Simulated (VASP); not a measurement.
# K (Fm-3m) in VASP: single point with PBEsol

Aim: the single point of K with PBEsol.

All numbers are computed with VASP 6.6.1; they aren't measurements. Logs are shortened: lines on timing, memory, paths and dates and some standing lists are left out, and cuts for length are marked.

### Step 1. The cell of the first run

It takes space group Fm-3m (No. 225, cubic). Conventional cell: a = 5.845 Å, b = 5.845 Å, c = 5.845 Å, α = 90.00°, β = 90.00°, γ = 90.00°. K (site symmetry m-3m) has 12 K at 4.13 Å within 5.4 Å.

This isn't the form of K at room conditions, which is bcc.

### Step 2. Single point, PBEsol

The input, INCAR:

```
  PREC = Accurate
  ENCUT = 520
  EDIFF = 1E-6
  ISMEAR = -1
  SIGMA = 0.1
  LREAL = False
  LASPH = True
  NELM = 100
  ALGO = Normal
  ISIF = 2
  LWAVE = False
  LCHARG = False
  GGA = PS
  NBANDS = 10
  ISYM = 0
```

The input, KPOINTS:

```
Automatic mesh
0
Gamma
  11 11 11
  0.5 0.5 0.5
```

The input, POSCAR:

```
K
1.0
    0.0000000000      2.9225764619      2.9225764619
    2.9225764619      0.0000000000      2.9225764619
    2.9225764619      2.9225764619      0.0000000000
K
1
Direct
    0.0000000000      0.0000000000      0.0000000000
```

Potentials or basis: VASP PAW PBE potentials, release 64 (K_sv).

Launch:

```bash
$ cat potpaw_PBE.64/K_sv/POTCAR > POTCAR
$ mpirun -np 1 vasp_std > vasp.out
```

OUTCAR:

```text
PREC = Accurate
   ENCUT = 520
   EDIFF = 1E-6
   ISMEAR = -1
   LREAL = False
   LASPH = True
   NELM = 100
   ISIF = 2
   GGA = PS
   ISYM = 0

 ion  position               nearest neighbor table
   1  0.000  0.000  0.000-

IMPORTANT INFORMATION: All symmetrisations will be switched off!
NOSYMM: (Re-)initialisation of all symmetry stuff for point group C_1.

----------------------------------------------------------------------------------------

                                     Primitive cell

  volume of cell :      49.9261

  direct lattice vectors                    reciprocal lattice vectors
     0.000000000  2.922576462  2.922576462    -0.171081923  0.171081923  0.171081923
     2.922576462  0.000000000  2.922576462     0.171081923 -0.171081923  0.171081923
     2.922576462  2.922576462  0.000000000     0.171081923  0.171081923 -0.171081923

  length of vectors
     4.133147269  4.133147269  4.133147269     0.296322582  0.296322582  0.296322582

  position of ions in fractional coordinates (direct lattice)
     0.000000000  0.000000000  0.000000000

  ion indices of the primitive-cell ions
   primitive index   ion index
                 1           1

----------------------------------------------------------------------------------------

 KPOINTS: Automatic mesh

Automatic generation of k-mesh.
 Grid dimensions read from file:
 generate k-points for:   11   11   11

 Generating k-lattice:

  Cartesian coordinates                     Fractional coordinates (reciprocal lattice)
    -0.015552902  0.015552902  0.015552902     0.090909091  0.000000000  0.000000000
     0.015552902 -0.015552902  0.015552902     0.000000000  0.090909091  0.000000000
     0.015552902  0.015552902 -0.015552902     0.000000000  0.000000000  0.090909091

  Length of vectors
     0.026938417  0.026938417  0.026938417

  Shift w.r.t. Gamma in fractional coordinates (k-lattice)
     0.500000000  0.500000000  0.500000000

 Subroutine IBZKPT returns following result:
 ===========================================

 Found   2664 irreducible k-points:

 Following reciprocal coordinates:
            Coordinates               Weight
  0.045455  0.045455  0.045455      2.000000
  0.045455  0.000000  0.000000      2.000000
  0.000000  0.000000 -0.045455      2.000000
  0.000000  0.045455  0.000000      2.000000
  0.136364  0.045455  0.045455      2.000000
  0.045455  0.136364  0.045455      2.000000
[... 16 lines left out ...]
  0.000000  0.181818 -0.045455      2.000000
  0.181818  0.000000 -0.045455      2.000000
 [... further k-points ...]
   k-points           NKPTS =   2664   k-points in BZ     NKDIM =   2664   number of bands    NBANDS=     10
   number of dos      NEDOS =    301   number of ions     NIONS =      1
   total plane-waves  NPLWV =  32768
   dimension x,y,z NGX =    32 NGY =   32 NGZ =   32
   dimension x,y,z NGXF=    64 NGYF=   64 NGZF=   64
   ions per type =               1
   NGX,Y,Z   is equivalent  to a cutoff of  12.87, 12.87, 12.87 a.u.
   NGXF,Y,Z  is equivalent  to a cutoff of  25.74, 25.74, 25.74 a.u.
 SYSTEM =  unknown system
   PREC   = accura    normal or accurate (medium, high low for compatibility)
   ISTART =      0    job   : 0-new  1-cont  2-samecut
   ICHARG =      2    charge: 1-file 2-atom 10-const
   ISPIN  =      1    spin polarized calculation?
   LNONCOLLINEAR =      F non collinear calculations
   LSORBIT =      F    spin-orbit coupling
   LASPH  =      T    aspherical Exc in radial PAW
   ENCUT  =  520.0 eV  38.22 Ry    6.18 a.u.   7.68  7.68  7.68*2*pi/ulx,y,z
   NELM   =    100;   NELMIN=  2; NELMDL= -5     # of ELM steps
   EDIFF  = 0.1E-05   stopping-criterion for ELM
   LREAL  =      F    real-space projection
   EDIFFG = 0.1E-04   stopping-criterion for IOM
   NSW    =      0    number of steps for IOM
   IBRION =     -1    ionic relax: 0-MD 1-quasi-New 2-CG
   NFREE  =      0    steps in history (QN), initial steepest desc. (CG)
   ISIF   =      2    stress and relaxation
   ISYM   =      0    0-nonsym 1-usesym 2-fastsym
   POTIM  = 0.5000    time-step for ionic-motion
   TEBEG  =    0.0;   TEEND  =   0.0 temperature during run
   PSTRESS=    0.0 pullay stress
   NELECT =       9.0000    total number of electrons
   NUPDOWN=      -1.0000    fix difference up-down
   EMIN   =  10.00;   EMAX   =-10.00  energy-range for DOS
   EFERMI =   0.00;   METHOD = LEGACY
   ISMEAR =    -1;   SIGMA  =   0.10  broadening in eV -4-tet -1-fermi 0-gaus
   EFERMI_NEDOS =   21; number of points for ismear=-14 and -15
   IALGO  =     38    algorithm
   IMIX   =      4    mixing-type and parameters
     AMIX     =   0.40;   BMIX     =  1.00
     AMIX_MAG =   1.60;   BMIX_MAG =  1.00
  volume/ion in A,a.u.               =      49.93       336.92
  Fermi-wavevector in a.u.,A,eV,Ry     =   0.924797  1.747613 11.636378  0.855250
  Thomas-Fermi vector in A             =   2.050582
   LORBIT       =      0    0 simple, 1 ext, 2 COOP (PROOUT), +10 PAW based schemes
   GGA     = PS    functional components
   LHFCALC =     F    Hartree Fock is set to
   AEXX    =    0.0000 exact exchange contribution
   IVDW    =     0    specifies the selected vdW correction
   LEPSILON=     F    determine dielectric tensor
   LRPA    =     F    only Hartree local field effects (RPA)
 non-spin polarized calculation
  energy-cutoff  :      520.00
  volume of cell :       49.93
 maximum number of plane-waves:      1363
   NGX = 15   NGY = 15   NGZ = 15

 number of electron       9.0000000 magnetization

 Free energy of the ion-electron system (eV)
  ---------------------------------------------------
  ext. energy  EPLUGINS =         0.00000000
  ---------------------------------------------------
  free energy    TOTEN  =        -1.01850740 eV

  energy without entropy =       -0.99552852  energy(sigma->0) =       -1.00701796

 E-fermi :   0.8759     XC(G=0):  -6.7651

 val. band max:        0.8580117090   @ k =  -0.0455  -0.4545  -0.3636
 cond. band min:       0.8817428777   @ k =  -0.3182   0.4545  -0.2727
 fundamental gap:      0.0237311688
 Fermi energy:         0.8759027439

 k-point     1 :       0.0455    0.0455    0.0455
  band No.  band energies     occupation
      1     -30.9920      2.00000
      2     -14.4445      2.00000
      3     -14.4398      2.00000
      4     -14.4398      2.00000
      5      -1.8597      2.00000
      6       5.2809      0.00000
      7       5.3765      0.00000
      8       5.3765      0.00000
      9       6.9416      0.00000
     10       6.9417      0.00000

 k-point     2 :       0.0455    0.0000    0.0000
  band No.  band energies     occupation
      1     -30.9920      2.00000
      2     -14.4445      2.00000
      3     -14.4398      2.00000
      4     -14.4398      2.00000
      5      -1.8597      2.00000
      6       5.2809      0.00000
      7       5.3765      0.00000
      8       5.3765      0.00000
      9       6.9416      0.00000
     10       6.9417      0.00000

 k-point     3 :       0.0000    0.0000   -0.0455
  band No.  band energies     occupation
      1     -30.9920      2.00000
      2     -14.4445      2.00000
      3     -14.4398      2.00000
      4     -14.4398      2.00000
      5      -1.8597      2.00000
      6       5.2809      0.00000
      7       5.3765      0.00000
      8       5.3765      0.00000
      9       6.9416      0.00000
     10       6.9417      0.00000

 k-point     4 :       0.0000    0.0455    0.0000
  band No.  band energies     occupation
      1     -30.9920      2.00000
      2     -14.4445      2.00000
      3     -14.4398      2.00000
      4     -14.4398      2.00000
      5      -1.8597      2.00000
      6       5.2809      0.00000
      7       5.3765      0.00000
      8       5.3765      0.00000
      9       6.9416      0.00000
     10       6.9417      0.00000

 k-point     5 :       0.1364    0.0455    0.0455
  band No.  band energies     occupation
      1     -30.9897      2.00000
      2     -14.4697      2.00000
      3     -14.4465      2.00000
      4     -14.4415      2.00000
      5      -1.6793      2.00000
      6       4.9302      0.00000
      7       5.4081      0.00000
      8       5.4723      0.00000
      9       6.6978      0.00000
     10       6.9183      0.00000

 k-point     6 :       0.0455    0.1364    0.0455
  band No.  band energies     occupation
      1     -30.9897      2.00000
      2     -14.4697      2.00000
      3     -14.4465      2.00000
      4     -14.4415      2.00000
      5      -1.6793      2.00000
      6       4.9302      0.00000
      7       5.4081      0.00000
      8       5.4723      0.00000
      9       6.6978      0.00000
     10       6.9183      0.00000
[... 183 lines left out ...]
 k-point    21 :       0.2273    0.1818    0.1818
  band No.  band energies     occupation
      1     -30.9845      2.00000
      2     -14.5273      2.00000
      3     -14.4555      2.00000
      4     -14.4478      2.00000
      5      -1.2454      2.00000
      6       4.2546      0.00000
      7       5.4203      0.00000
      8       5.5765      0.00000
      9       6.5256      0.00000
     10       6.9116      0.00000

 k-point    22 :       0.0455   -0.1818    0.0000
  band No.  band energies     occupation
      1     -30.9845      2.00000
      2     -14.5273      2.00000
      3     -14.4555      2.00000
      4     -14.4478      2.00000
      5      -1.2454      2.00000
      6       4.2546      0.00000
      7       5.4203      0.00000
      8       5.5765      0.00000
      9       6.5256      0.00000
     10       6.9116      0.00000

 k-point    23 :       0.0000    0.1818   -0.0455
  band No.  band energies     occupation
      1     -30.9845      2.00000
      2     -14.5273      2.00000
      3     -14.4555      2.00000
      4     -14.4478      2.00000
      5      -1.2454      2.00000
      6       4.2546      0.00000
      7       5.4203      0.00000
      8       5.5765      0.00000
      9       6.5256      0.00000
     10       6.9116      0.00000

 k-point    24 :       0.1818    0.0000   -0.0455
  band No.  band energies     occupation
      1     -30.9845      2.00000
      2     -14.5273      2.00000
      3     -14.4555      2.00000
      4     -14.4478      2.00000
      5      -1.2454      2.00000
      6       4.2546      0.00000
      7       5.4203      0.00000
      8       5.5765      0.00000
      9       6.5256      0.00000
     10       6.9116      0.00000

 [... further k-points ...]

------------------------ aborting loop because EDIFF is reached ----------------------------------------

  FORCE on cell =-STRESS in cart. coord.  units (eV):
  Direction    XX          YY          ZZ          XY          YZ          ZX
  --------------------------------------------------------------------------------------
  -------------------------------------------------------------------------------------
  Total        0.7834844      0.7834878      0.7834836     -0.0000033     -0.0000001     -0.0000023
  in kB       25.1427802     25.1428887     25.1427544     -0.0001056     -0.0000029     -0.0000740
  external PRESSURE =      25.1428078 kB  Pullay stress =       0.0000000 kB

 VOLUME and BASIS-vectors are now :
 -----------------------------------------------------------------------------
  energy-cutoff  :      520.00
  volume of cell :       49.93
      direct lattice vectors                 reciprocal lattice vectors
     0.000000000  2.922576462  2.922576462    -0.171081923  0.171081923  0.171081923
     2.922576462  0.000000000  2.922576462     0.171081923 -0.171081923  0.171081923
     2.922576462  2.922576462  0.000000000     0.171081923  0.171081923 -0.171081923

 POSITION                                       TOTAL-FORCE (eV/Angst)
 -----------------------------------------------------------------------------------
      0.00000      0.00000      0.00000        -0.000000      0.000001     -0.000000
 -----------------------------------------------------------------------------------
    total drift:                               -0.000000      0.000001     -0.000000

  FREE ENERGIE OF THE ION-ELECTRON SYSTEM (eV)
  ---------------------------------------------------
  free  energy   TOTEN  =        -1.0185073994 eV

  energy  without entropy=       -0.9955285236  energy(sigma->0) =       -1.00701796
```

Run time: 12 min. Hardware: 1 thread of Intel Xeon Platinum 8259CL at 2.50GHz (Skylake/Cascade Lake), shared host; peak memory 1.2 GiB.

What came out:

| Property | Result |
| --- | --- |
| Free energy | -1.0185 eV |
| Pressure | 2.5 GPa |
| Band gap on the k mesh | zero (an odd number of electrons rules out a gap without spin polarisation) |

Levels at points of the mesh, in eV from the Fermi level:
| k point | band 1 | band 2 | band 3 | band 4 | band 5 | band 6 | band 7 | band 8 | band 9 |
| --- | --- | --- | --- | --- | --- | --- | --- | --- | --- |
| (0.50, 0.50, 0.50) | -31.85 | -15.57 | -15.35 | -15.35 | 0.24 | 0.79 | 4.22 | 4.22 | 7.15 |
| (0.50, 0.00, 0.00) | -31.85 | -15.57 | -15.35 | -15.35 | 0.24 | 0.79 | 4.22 | 4.22 | 7.15 |
| (0.00, 0.00, 0.50) | -31.85 | -15.57 | -15.35 | -15.35 | 0.24 | 0.79 | 4.22 | 4.22 | 7.15 |
| (0.00, 0.50, 0.00) | -31.85 | -15.57 | -15.35 | -15.35 | 0.24 | 0.79 | 4.22 | 4.22 | 7.15 |

Caveat: the PAW data sets were made with another functional, which shifts forces and pressure a little.

The gap in the log of VASP goes by the Fermi energy; the results here count the filled bands.